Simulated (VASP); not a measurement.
# TiC (Fm-3m) in VASP: notebook, part 3 of 3

VASP 6.6.1.

## 4. Electric field gradients, PBEsol (9.53 Å³/atom)

File INCAR:

```
PREC = Accurate
ENCUT = 520
EDIFF = 1E-8
ISMEAR = -1
SIGMA = 0.03
LREAL = False
LASPH = True
NELM = 60
ALGO = Normal
ISIF = 2
LWAVE = False
LCHARG = False
GGA = PS
LEFG = True
NBANDS = 15
```

File KPOINTS:

```
regular mesh
0
Gamma
  16 16 16
```

File POSCAR:

```
TiC
1.0
    0.0000000000      2.1202001280      2.1202001280
    2.1202001280      0.0000000000      2.1202001280
    2.1202001280      2.1202001280      0.0000000000
Ti C
1 1
Direct
    0.0000000000      0.0000000000      0.0000000000
    0.5000000000      0.5000000000      0.5000000000
```

Potentials or basis: VASP PAW PBE potentials, release 64 (Ti_sv, C).

The run is started by

```bash
cat potpaw_PBE.64/Ti_sv/POTCAR potpaw_PBE.64/C/POTCAR > POTCAR
mpirun -np 1 vasp_std > vasp.out
```

OUTCAR:

```text
PREC = Accurate
   ENCUT = 520
   EDIFF = 1E-8
   ISMEAR = -1
   LREAL = False
   LASPH = True
   NELM = 60
   ISIF = 2
   GGA = PS

 ion  position               nearest neighbor table
   1  0.000  0.000  0.000-   2 2.12   2 2.12   2 2.12   2 2.12   2 2.12   2 2.12
   2  0.500  0.500  0.500-   1 2.12   1 2.12   1 2.12   1 2.12   1 2.12   1 2.12

  LATTYP: Found a face centered cubic cell.
 ALAT       =     4.2404002560

  Lattice vectors:

 A1 = (   0.0000000000,   2.1202001280,   2.1202001280)
 A2 = (   2.1202001280,   0.0000000000,   2.1202001280)
 A3 = (   2.1202001280,   2.1202001280,   0.0000000000)

Analysis of symmetry for initial positions (statically):
[... 641 lines left out ...]
  free  energy   TOTEN  =       -19.7771078121 eV

  energy  without entropy=      -19.7759117713  energy(sigma->0) =      -19.77650979

 Electric field gradients (V/A^2)
---------------------------------------------------------------------
 ion       V_xx      V_yy      V_zz      V_xy      V_xz      V_yz
---------------------------------------------------------------------
   1       0.000    -0.000    -0.000     0.001     0.001     0.001
   2      -0.000    -0.000    -0.000    -0.000    -0.000    -0.000
---------------------------------------------------------------------

 Electric field gradients after diagonalization (V/A^2)
 (convention: |V_zz| > |V_xx| > |V_yy|)
----------------------------------------------------------------------
 ion       V_xx      V_yy      V_zz     asymmetry (V_yy - V_xx)/ V_zz
----------------------------------------------------------------------
   1      -0.001    -0.001     0.002       0.000
   2       0.000     0.000    -0.000       0.000
----------------------------------------------------------------------

           NMR quadrupolar parameters

 Cq : quadrupolar parameter    Cq=e*Q*V_zz/h
 eta: asymmetry parameters     (V_yy - V_xx)/ V_zz
 Q  : nuclear electric quadrupole moment in mb (millibarn)
----------------------------------------------------------------------
 ion       Cq(MHz)       eta       Q (mb)
----------------------------------------------------------------------
   1       0.000       0.000       1.000
   2      -0.000       0.000       1.000
----------------------------------------------------------------------
```

OSZICAR:

```text
N       E                     dE             d eps       ncg     rms          rms(c)
DAV:   1     0.115229684735E+03    0.11523E+03   -0.78533E+03  4373   0.128E+03
DAV:   2    -0.177737216165E+02   -0.13300E+03   -0.12479E+03  4630   0.335E+02
DAV:   3    -0.248115363946E+02   -0.70378E+01   -0.69179E+01  5573   0.762E+01
DAV:   4    -0.250299079598E+02   -0.21837E+00   -0.21816E+00  5425   0.122E+01
DAV:   5    -0.250345664771E+02   -0.46585E-02   -0.46575E-02  5596   0.159E+00    0.199E+01
DAV:   6    -0.202239556924E+02    0.48106E+01   -0.10661E+01  6193   0.564E+01    0.645E+00
DAV:   7    -0.198010135767E+02    0.42294E+00   -0.16733E+00  5081   0.184E+01    0.551E+00
DAV:   8    -0.197737709377E+02    0.27243E-01   -0.13618E-01  5029   0.496E+00    0.195E+00
DAV:   9    -0.197813123512E+02   -0.75414E-02   -0.47576E-02  5779   0.196E+00    0.101E+00
DAV:  10    -0.197779874576E+02    0.33249E-02   -0.75517E-03  5352   0.126E+00    0.522E-01
DAV:  11    -0.197771476802E+02    0.83978E-03   -0.22102E-03  4987   0.708E-01    0.424E-02
DAV:  12    -0.197771076645E+02    0.40016E-04   -0.20891E-04  4931   0.219E-01    0.133E-02
DAV:  13    -0.197771083756E+02   -0.71101E-06   -0.62878E-06  5141   0.272E-02    0.670E-03
DAV:  14    -0.197771078780E+02    0.49760E-06   -0.17466E-06  5085   0.202E-02    0.439E-03
DAV:  15    -0.197771078319E+02    0.46105E-07   -0.86120E-08  6501   0.267E-03    0.264E-04
DAV:  16    -0.197771078073E+02    0.24546E-07   -0.61992E-09  3884   0.684E-04    0.199E-04
DAV:  17    -0.197771078121E+02   -0.47812E-08   -0.98018E-10  2700   0.314E-04
   1 F= -.19777108E+02 E0= -.19776510E+02  d E =-.119604E-02
```

stdout:

```text
POSCAR found type information on POSCAR TiC
 POSCAR found :  2 types and       2 ions
 scaLAPACK will be used
 -----------------------------------------------------------------------------
|                                                                             |
|                                                                             |
|     You enforced a specific xc type in the INCAR file but a different       |
|     I HOPE YOU KNOW WHAT YOU ARE DOING!                                     |
|                                                                             |
 -----------------------------------------------------------------------------

 LDA part: xc-table for (Slater+PW92), standard interpolation
 POSCAR, INCAR and KPOINTS ok, starting setup
 FFT: planning ... GRIDC
 FFT: planning ... GRID_SOFT
 FFT: planning ... GRID
 WAVECAR not read
 entering main loop
ion   1

ion   2
```

It took 44 s on 1 thread of Intel Xeon 8259CL, shared host; peak memory 0.17 GiB.

What came out:

```yaml
Free_energy: -19.7771 eV
Pressure: 10.9 GPa
Band_gap_on_the_k_mesh: zero (bands 8 and 9 overlap by 1.10 eV)
Largest_electric_field_gradient_by_atom: under 0.05 V/Å² on every atom
```

Caveat: the cell stands under pressure; the PAW data sets were made with another functional, which shifts forces and pressure a little.

## 5. Electric field gradients, PBEsol (9.53 Å³/atom)

File INCAR:

```
SYSTEM = TiC
  PREC = Accurate
  ENCUT = 520
  EDIFF = 1E-8
  ISMEAR = -1
  SIGMA = 0.03
  LREAL = .False.
  LASPH = .True.
  NELM = 60
  ALGO = Normal
  ISIF = 2
  LWAVE = .False.
  LCHARG = .False.
  GGA = PS
  LEFG = .True.
  NBANDS = 15
```

File KPOINTS:

```
regular mesh
0
Gamma
  16 16 16
  0 0 0
```

POSCAR is that of step 4.

Potentials or basis: VASP PAW PBE potentials, release 64 (Ti_sv, C).

The run is started by

```bash
cat potpaw_PBE.64/Ti_sv/POTCAR potpaw_PBE.64/C/POTCAR > POTCAR
mpirun -np 1 vasp_std > vasp.out
```

OUTCAR:

```text
SYSTEM = TiC
   PREC = Accurate
   ENCUT = 520
   EDIFF = 1E-8
   ISMEAR = -1
   LREAL = .False.
   LASPH = .True.
   NELM = 60
   ISIF = 2
   GGA = PS

 ion  position               nearest neighbor table
   1  0.000  0.000  0.000-   2 2.12   2 2.12   2 2.12   2 2.12   2 2.12   2 2.12
   2  0.500  0.500  0.500-   1 2.12   1 2.12   1 2.12   1 2.12   1 2.12   1 2.12

  LATTYP: Found a face centered cubic cell.
 ALAT       =     4.2404002560

  Lattice vectors:

 A1 = (   0.0000000000,   2.1202001280,   2.1202001280)
 A2 = (   2.1202001280,   0.0000000000,   2.1202001280)
 A3 = (   2.1202001280,   2.1202001280,   0.0000000000)

Analysis of symmetry for initial positions (statically):
=====================================================================
 Subroutine PRICEL returns:
 Original cell was already a primitive cell.

 Routine SETGRP: Setting up the symmetry group for a
 face centered cubic supercell.

[... 620 lines left out ...]
      direct lattice vectors                 reciprocal lattice vectors
     0.000000000  2.120200128  2.120200128    -0.235826795  0.235826795  0.235826795
     2.120200128  0.000000000  2.120200128     0.235826795 -0.235826795  0.235826795
     2.120200128  2.120200128  0.000000000     0.235826795  0.235826795 -0.235826795

 POSITION                                       TOTAL-FORCE (eV/Angst)
 -----------------------------------------------------------------------------------
      0.00000      0.00000      0.00000        -0.000000     -0.000000     -0.000000
      2.12020      2.12020      2.12020         0.000000      0.000000      0.000000
 -----------------------------------------------------------------------------------
    total drift:                                0.000000     -0.000000     -0.000000

  FREE ENERGIE OF THE ION-ELECTRON SYSTEM (eV)
  ---------------------------------------------------
  free  energy   TOTEN  =       -19.7771078121 eV

  energy  without entropy=      -19.7759117713  energy(sigma->0) =      -19.77650979

 Electric field gradients (V/A^2)
---------------------------------------------------------------------
 ion       V_xx      V_yy      V_zz      V_xy      V_xz      V_yz
---------------------------------------------------------------------
   1       0.000    -0.000    -0.000     0.001     0.001     0.001
   2      -0.000    -0.000    -0.000    -0.000    -0.000    -0.000
---------------------------------------------------------------------

 Electric field gradients after diagonalization (V/A^2)
 (convention: |V_zz| > |V_xx| > |V_yy|)
----------------------------------------------------------------------
 ion       V_xx      V_yy      V_zz     asymmetry (V_yy - V_xx)/ V_zz
----------------------------------------------------------------------
   1      -0.001    -0.001     0.002       0.000
   2       0.000     0.000    -0.000       0.000
----------------------------------------------------------------------

           NMR quadrupolar parameters

 Cq : quadrupolar parameter    Cq=e*Q*V_zz/h
 eta: asymmetry parameters     (V_yy - V_xx)/ V_zz
 Q  : nuclear electric quadrupole moment in mb (millibarn)
----------------------------------------------------------------------
 ion       Cq(MHz)       eta       Q (mb)
----------------------------------------------------------------------
   1       0.000       0.000       1.000
   2      -0.000       0.000       1.000
----------------------------------------------------------------------
```

stdout:

```text
POSCAR found type information on POSCAR TiC
 POSCAR found :  2 types and       2 ions
 scaLAPACK will be used
 -----------------------------------------------------------------------------
|                                                                             |
|                                                                             |
|     You enforced a specific xc type in the INCAR file but a different       |
|     I HOPE YOU KNOW WHAT YOU ARE DOING!                                     |
|                                                                             |
 -----------------------------------------------------------------------------

 LDA part: xc-table for (Slater+PW92), standard interpolation
 POSCAR, INCAR and KPOINTS ok, starting setup
 FFT: planning ... GRIDC
 FFT: planning ... GRID_SOFT
 FFT: planning ... GRID
 WAVECAR not read
 entering main loop
ion   1

ion   2
```

Run time: 38 s. Hardware: 1 thread of Intel Xeon 8259CL, shared host; peak memory 0.17 GiB.

What came out:

| Quantity | Value |
| --- | --- |
| Free energy | -19.7771 eV |
| Pressure | 10.9 GPa |
| Band gap on the k mesh | zero (bands 8 and 9 overlap by 1.10 eV) |
| Largest electric field gradient by atom | under 0.05 V/Å² on every atom |

Caveat: the cell stands under pressure; the PAW data sets were made with another functional, which shifts forces and pressure a little.
